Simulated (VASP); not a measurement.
# TiB2 (P6/mmm) in VASP: a series of runs, part 2 of 2

VASP 6.6.1. Earlier steps stand in the parts before.

**4. Single point, PBEsol (zz strain of -2 %)**

Contents of INCAR:

```
SYSTEM = TiB2
  ALGO = Normal
  EDIFF = 1E-6
  ENCUT = 520
  GGA = PS
  ISIF = 2
  ISMEAR = -1
  LASPH = .TRUE.
  LCHARG = .FALSE.
  LREAL = .FALSE.
  LWAVE = .FALSE.
  NBANDS = 16
  NELM = 100
  PREC = Accurate
  SIGMA = 0.08
```

Contents of KPOINTS:

```
k-points
0
G
  15 15 13
  0 0 0
```

Contents of POSCAR:

```
TiB2
1.0
    3.0291982016      0.0000000000      0.0000000000
   -1.5145991008      2.6233625957      0.0000000000
    0.0000000000      0.0000000000      3.1638320000
Ti B
1 2
Direct
    0.0000000000      0.0000000000      0.0000000000
    0.3333333333      0.6666666667      0.5000000000
    0.6666666667      0.3333333333      0.5000000000
```

Potentials or basis: VASP PAW PBE potentials, release 64 (Ti_sv, B).

Run with:

```bash
cat potpaw_PBE.64/Ti_sv/POTCAR potpaw_PBE.64/B/POTCAR > POTCAR
mpirun -np 1 vasp_std > vasp.out
```

OUTCAR:

```text
SYSTEM = TiB2
   EDIFF = 1E-6
   ENCUT = 520
   GGA = PS
   ISIF = 2
   ISMEAR = -1
   LASPH = .TRUE.
   LREAL = .FALSE.
   NELM = 100
   PREC = Accurate

 ion  position               nearest neighbor table
   1  0.000  0.000  0.000-   2 2.36   3 2.36   2 2.36   3 2.36   3 2.36   3 2.36   2 2.36   2 2.36
                             3 2.36   3 2.36   2 2.36   2 2.36
   2  0.333  0.667  0.500-   3 1.75   3 1.75   3 1.75   1 2.36   1 2.36   1 2.36   1 2.36   1 2.36
                             1 2.36
   3  0.667  0.333  0.500-   2 1.75   2 1.75   2 1.75   1 2.36   1 2.36   1 2.36   1 2.36   1 2.36
                             1 2.36

  LATTYP: Found a hexagonal cell.
 ALAT       =     3.0291982016
 C/A-ratio  =     1.0444453580

  Lattice vectors:

 A1 = (   3.0291982016,   0.0000000000,   0.0000000000)
 A2 = (  -1.5145991008,   2.6233625957,   0.0000000000)
 A3 = (   0.0000000000,   0.0000000000,   3.1638320000)

Analysis of symmetry for initial positions (statically):
=====================================================================
 Subroutine PRICEL returns:
 Original cell was already a primitive cell.

 Routine SETGRP: Setting up the symmetry group for a
 hexagonal supercell.

 Subroutine GETGRP returns: Found 24 space group operations
 (whereof 24 operations were pure point group operations)
 out of a pool of 24 trial point group operations.

The static configuration has the point symmetry D_6h.

Analysis of symmetry for dynamics (positions and initial velocities):
=====================================================================
 Subroutine PRICEL returns:
 Original cell was already a primitive cell.

 Routine SETGRP: Setting up the symmetry group for a
 hexagonal supercell.

 Subroutine GETGRP returns: Found 24 space group operations
 (whereof 24 operations were pure point group operations)
 out of a pool of 24 trial point group operations.

The dynamic configuration has the point symmetry D_6h.

 Subroutine INISYM returns: Found 24 space group operations
 (whereof 24 operations are pure point group operations),
 and found     1 'primitive' translations

----------------------------------------------------------------------------------------

                                     Primitive cell

  volume of cell :      25.1420

  direct lattice vectors                    reciprocal lattice vectors
     3.029198202  0.000000000  0.000000000     0.330120360  0.190595079  0.000000000
    -1.514599101  2.623362596  0.000000000     0.000000000  0.381190157  0.000000000
     0.000000000  0.000000000  3.163832000     0.000000000  0.000000000  0.316072408

  length of vectors
     3.029198202  3.029198202  3.163832000     0.381190157  0.381190157  0.316072408

  position of ions in fractional coordinates (direct lattice)
     0.000000000  0.000000000  0.000000000
     0.333333333  0.666666667  0.500000000
     0.666666667  0.333333333  0.500000000

  ion indices of the primitive-cell ions
   primitive index   ion index
                 1           1
                 2           2
                 3           3

----------------------------------------------------------------------------------------

 KPOINTS: k-points

Automatic generation of k-mesh.
 Grid dimensions read from file:
 generate k-points for:   15   15   13

 Generating k-lattice:

  Cartesian coordinates                     Fractional coordinates (reciprocal lattice)
     0.022008024  0.012706339  0.000000000     0.066666667  0.000000000  0.000000000
     0.000000000  0.025412677  0.000000000     0.000000000  0.066666667  0.000000000
     0.000000000  0.000000000  0.024313262     0.000000000  0.000000000  0.076923077

  Length of vectors
     0.025412677  0.025412677  0.024313262

  Shift w.r.t. Gamma in fractional coordinates (k-lattice)
     0.000000000  0.000000000  0.000000000

 Subroutine IBZKPT returns following result:
 ===========================================

 Found    189 irreducible k-points:

 Following reciprocal coordinates:
            Coordinates               Weight
  0.000000  0.000000  0.000000      1.000000
  0.066667  0.000000  0.000000      6.000000
  0.133333  0.000000  0.000000      6.000000
  0.200000  0.000000  0.000000      6.000000
  0.266667  0.000000  0.000000      6.000000
  0.333333  0.000000  0.000000      6.000000
[... 16 lines left out ...]
  0.333333  0.200000  0.000000     12.000000
  0.400000  0.200000  0.000000      6.000000
 [... further k-points ...]
   k-points           NKPTS =    189   k-points in BZ     NKDIM =    189   number of bands    NBANDS=     16
   number of dos      NEDOS =    301   number of ions     NIONS =      3
   total plane-waves  NPLWV =  13824
   dimension x,y,z NGX =    24 NGY =   24 NGZ =   24
   dimension x,y,z NGXF=    48 NGYF=   48 NGZF=   48
   ions per type =               1   2
   NGX,Y,Z   is equivalent  to a cutoff of  13.17, 13.17, 12.61 a.u.
   NGXF,Y,Z  is equivalent  to a cutoff of  26.34, 26.34, 25.22 a.u.
 SYSTEM =  TiB2
   PREC   = accura    normal or accurate (medium, high low for compatibility)
   ISTART =      0    job   : 0-new  1-cont  2-samecut
   ICHARG =      2    charge: 1-file 2-atom 10-const
   ISPIN  =      1    spin polarized calculation?
   LNONCOLLINEAR =      F non collinear calculations
   LSORBIT =      F    spin-orbit coupling
   LASPH  =      T    aspherical Exc in radial PAW
   ENCUT  =  520.0 eV  38.22 Ry    6.18 a.u.   5.63  5.63  5.88*2*pi/ulx,y,z
   NELM   =    100;   NELMIN=  2; NELMDL= -5     # of ELM steps
   EDIFF  = 0.1E-05   stopping-criterion for ELM
   LREAL  =      F    real-space projection
[... 7 lines left out ...]
   TEBEG  =    0.0;   TEEND  =   0.0 temperature during run
   PSTRESS=    0.0 pullay stress
   NELECT =      18.0000    total number of electrons
   NUPDOWN=      -1.0000    fix difference up-down
   EMIN   =  10.00;   EMAX   =-10.00  energy-range for DOS
   EFERMI =   0.00;   METHOD = LEGACY
   ISMEAR =    -1;   SIGMA  =   0.08  broadening in eV -4-tet -1-fermi 0-gaus
   EFERMI_NEDOS =   21; number of points for ismear=-14 and -15
   IALGO  =     38    algorithm
   IMIX   =      4    mixing-type and parameters
     AMIX     =   0.40;   BMIX     =  1.00
     AMIX_MAG =   1.60;   BMIX_MAG =  1.00
  volume/ion in A,a.u.               =       8.38        56.56
  Fermi-wavevector in a.u.,A,eV,Ry     =   1.464533  2.767566 29.182554  2.144857
  Thomas-Fermi vector in A             =   2.580498
   LORBIT       =      0    0 simple, 1 ext, 2 COOP (PROOUT), +10 PAW based schemes
   GGA     = PS    functional components
   LHFCALC =     F    Hartree Fock is set to
   AEXX    =    0.0000 exact exchange contribution
   IVDW    =     0    specifies the selected vdW correction
   LEPSILON=     F    determine dielectric tensor
   LRPA    =     F    only Hartree local field effects (RPA)
 non-spin polarized calculation
  energy-cutoff  :      520.00
  volume of cell :       25.14
 maximum number of plane-waves:       690
 NGX is ok and might be reduce to    24
   NGX = 11   NGY = 11   NGZ = 11

 number of electron      17.9999996 magnetization

 Free energy of the ion-electron system (eV)
  ---------------------------------------------------
  ext. energy  EPLUGINS =         0.00000000
  ---------------------------------------------------
  free energy    TOTEN  =       -25.79351310 eV

  energy without entropy =      -25.78554713  energy(sigma->0) =      -25.78953012

 E-fermi :  10.1369     XC(G=0): -12.9738

 val. band max:       10.1164628946   @ k =   0.0667   0.0000   0.3846
 cond. band min:      10.1855388389   @ k =   0.0667   0.0000   0.3077
 fundamental gap:      0.0690759443
 Fermi energy:        10.1369255156

 k-point     1 :       0.0000    0.0000    0.0000
  band No.  band energies     occupation
      1     -46.4892      2.00000
      2     -22.9376      2.00000
      3     -22.6375      2.00000
      4     -22.6375      2.00000
      5      -3.4206      2.00000
      6       7.3611      2.00000
[... 8 lines left out ...]
     15      15.8279      0.00000
     16      16.9528      0.00000
[... 419 lines left out ...]
 k-point    24 :       0.4000    0.2000    0.0000
  band No.  band energies     occupation
      1     -46.4279      2.00000
      2     -23.0096      2.00000
      3     -22.8604      2.00000
      4     -22.8283      2.00000
      5       1.2040      2.00000
      6       1.2576      2.00000
[... 8 lines left out ...]
     15      19.1541      0.00000
     16      20.2209      0.00000

 [... further k-points ...]

------------------------ aborting loop because EDIFF is reached ----------------------------------------

  FORCE on cell =-STRESS in cart. coord.  units (eV):
  Direction    XX          YY          ZZ          XY          YZ          ZX
  --------------------------------------------------------------------------------------
  -------------------------------------------------------------------------------------
  Total       -0.2639991     -0.2639991      0.4117436      0.0000000     -0.0000000      0.0000000
  in kB      -16.8233950    -16.8233950     26.2384409      0.0000000     -0.0000000      0.0000000
  external PRESSURE =      -2.4694497 kB  Pullay stress =       0.0000000 kB

 VOLUME and BASIS-vectors are now :
 -----------------------------------------------------------------------------
  energy-cutoff  :      520.00
  volume of cell :       25.14
      direct lattice vectors                 reciprocal lattice vectors
     3.029198202  0.000000000  0.000000000     0.330120360  0.190595079  0.000000000
    -1.514599101  2.623362596  0.000000000     0.000000000  0.381190157  0.000000000
     0.000000000  0.000000000  3.163832000     0.000000000  0.000000000  0.316072408

 POSITION                                       TOTAL-FORCE (eV/Angst)
 -----------------------------------------------------------------------------------
      0.00000      0.00000      0.00000        -0.000000      0.000000     -0.000000
     -0.00000      1.74891      1.58192         0.000000     -0.000000      0.000000
      1.51460      0.87445      1.58192         0.000000      0.000000     -0.000000
 -----------------------------------------------------------------------------------
    total drift:                               -0.000000      0.000000      0.000000

  FREE ENERGIE OF THE ION-ELECTRON SYSTEM (eV)
  ---------------------------------------------------
  free  energy   TOTEN  =       -25.7935131027 eV

  energy  without entropy=      -25.7855471312  energy(sigma->0) =      -25.78953012
```

OSZICAR:

```text
N       E                     dE             d eps       ncg     rms          rms(c)
DAV:   1     0.121172576872E+03    0.12117E+03   -0.90727E+03  6048   0.129E+03
DAV:   2    -0.236949866821E+02   -0.14487E+03   -0.13985E+03  6584   0.344E+02
DAV:   3    -0.306203726859E+02   -0.69254E+01   -0.68719E+01  8728   0.732E+01
DAV:   4    -0.307738961441E+02   -0.15352E+00   -0.15345E+00  7360   0.980E+00
DAV:   5    -0.307778480211E+02   -0.39519E-02   -0.39515E-02  8736   0.131E+00    0.176E+01
DAV:   6    -0.257943360651E+02    0.49835E+01   -0.19318E+01  8672   0.489E+01    0.391E+00
DAV:   7    -0.257927123193E+02    0.16237E-02   -0.93554E-01  6456   0.110E+01    0.353E+00
DAV:   8    -0.257959393345E+02   -0.32270E-02   -0.80594E-02  9952   0.234E+00    0.622E-01
DAV:   9    -0.257937881063E+02    0.21512E-02   -0.27953E-02  7472   0.212E+00    0.207E-01
DAV:  10    -0.257935375360E+02    0.25057E-03   -0.24181E-03  7712   0.616E-01    0.795E-02
DAV:  11    -0.257935356671E+02    0.18689E-05   -0.23562E-04  8448   0.161E-01    0.629E-02
DAV:  12    -0.257935131217E+02    0.22545E-04   -0.92734E-05  7296   0.121E-01    0.124E-02
DAV:  13    -0.257935131027E+02    0.19049E-07   -0.52064E-06  7440   0.201E-02
   1 F= -.25793513E+02 E0= -.25789530E+02  d E =-.796597E-02
```

Wall time 42 s (1 thread of Intel Xeon Platinum 8259CL at 2.50GHz (Skylake/Cascade Lake), shared host); peak memory 0.19 GiB.

What came out:

```yaml
Free_energy: -25.7935 eV
Pressure: -0.2 GPa
Band_gap_on_the_k_mesh: zero (band 9 reaches 10.51 eV, above the bottom of band 10 at 9.83 eV)
```

Caveat: the cell differs from its parent crystal (zz strain of -2 %); the PAW data sets were made with another functional, which shifts forces and pressure a little.

**5. Single point, PBEsol (equal xx and yy strain of -1 %)**

Contents of INCAR:

```
ALGO = Normal
EDIFF = 1E-7
ENCUT = 520
GGA = PS
ISIF = 2
ISMEAR = -1
LASPH = True
LCHARG = True
LELF = True
LREAL = False
LVHAR = True
LWAVE = False
NBANDS = 16
NELM = 80
PREC = Accurate
SIGMA = 0.08
```

Contents of KPOINTS:

```
k-points
0
Gamma
  15 15 13
```

Contents of POSCAR:

```
TiB2
1.0
    2.9989062196      0.0000000000      0.0000000000
   -1.4994531098      2.5971289697      0.0000000000
    0.0000000000      0.0000000000      3.2284000000
Ti B
1 2
Direct
    0.0000000000      0.0000000000      0.0000000000
    0.3333333333      0.6666666667      0.5000000000
    0.6666666667      0.3333333333      0.5000000000
```

Run with:

```bash
cat potpaw_PBE.64/Ti_sv/POTCAR potpaw_PBE.64/B/POTCAR > POTCAR
mpirun -np 1 vasp_std > vasp.out
```

It took 49 s on 1 thread of Intel Xeon Platinum 8259CL at 2.50GHz (Skylake/Cascade Lake), shared host; peak memory 0.2 GiB.

The run converged. Its results:

* Free energy: -25.7871 eV
* Pressure: 0.8 GPa
* Band gap on the k mesh: zero (band 9 reaches 10.48 eV, above the bottom of band 10 at 10.02 eV)

Stress tensor (GPa, compression positive):
```
 3.61  0.00  0.00
 0.00  3.61  0.00
 0.00  0.00 -4.79
```

Levels at points of the mesh, in eV from the Fermi level:
```
           k point  band 7  band 8  band 9  band 10  band 11  band 12
(0.00, 0.00, 0.00)   -2.58   -2.44   -2.24     1.93     1.93     3.70
```

Caveat: the cell differs from its parent crystal (equal xx and yy strain of -1 %); the PAW data sets were made with another functional, which shifts forces and pressure a little.

**6. Summary**

| cell | gap on the mesh (eV) | pressure (GPa) |
| --- | --- | --- |
| a = 2.938, b = 2.938, c = 3.228 Å, angles 90.0, 90.0, 120.0°, 3 atoms | none | 13.6 |
| a = 3.029, b = 3.029, c = 3.132 Å, angles 90.0, 90.0, 120.0°, 3 atoms | none | 2.2 |
| a = 3.029, b = 3.029, c = 3.164 Å, angles 90.0, 90.0, 120.0°, 3 atoms | none | -0.2 |
| a = 2.999, b = 2.999, c = 3.228 Å, angles 90.0, 90.0, 120.0°, 3 atoms | none | 0.8 |

Alike in all rows: task single point; level PBEsol; potentials or basis VASP PAW PBE potentials, release 64 (Ti_sv, B); no spin polarisation; k mesh 15 × 15 × 13; cutoff (eV) 520; smearing fermi-dirac 0.08 eV.

Caveats: the PAW data sets were made with another functional, which shifts forces and pressure a little.

Total energies depend on the potentials used, so only differences within one code and one set of settings carry meaning.
